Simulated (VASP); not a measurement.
Input of a VASP 6.6.1 run:

File INCAR:

```
  PREC = Accurate
  ENCUT = 520
  EDIFF = 1E-6
  ISMEAR = 0
  SIGMA = 0.1
  LREAL = F
  LASPH = T
  NELM = 60
  ALGO = Normal
  ISIF = 2
  LWAVE = F
  LCHARG = F
  GGA = PE
  NBANDS = 23
```

KPOINTS

```
Automatic mesh
0
Gamma
  12 12 18
```

File POSCAR:

```
Ga2S
1.0
    5.0568565342      0.0000000000      0.0000000000
   -2.5284282671      4.3793662220      0.0000000000
    0.0000000000      0.0000000000      2.5259610590
Ga S
2 1
Direct
    0.3333333333      0.6666666667      0.5000000000
    0.6666666667      0.3333333333      0.5000000000
    0.0000000000      0.0000000000      0.5000000000
```

Potentials or basis: VASP PAW PBE potentials, release 64 (Ga_d, S).

Command:

```console
$ cat potpaw_PBE.64/Ga_d/POTCAR potpaw_PBE.64/S/POTCAR > POTCAR
$ mpirun -np 1 vasp_std > vasp.out
```

**Question.** What does it give for the pressure?

**Answer.** 0.1 GPa.

**Question.** What does it give for the band gap on the k mesh?

**Answer.** Zero (bands 16 and 17 overlap by 3.21 eV).

Stress tensor (GPa, compression positive):
```
0.02 0.00 0.00
0.00 0.02 0.00
0.00 0.00 0.11
```
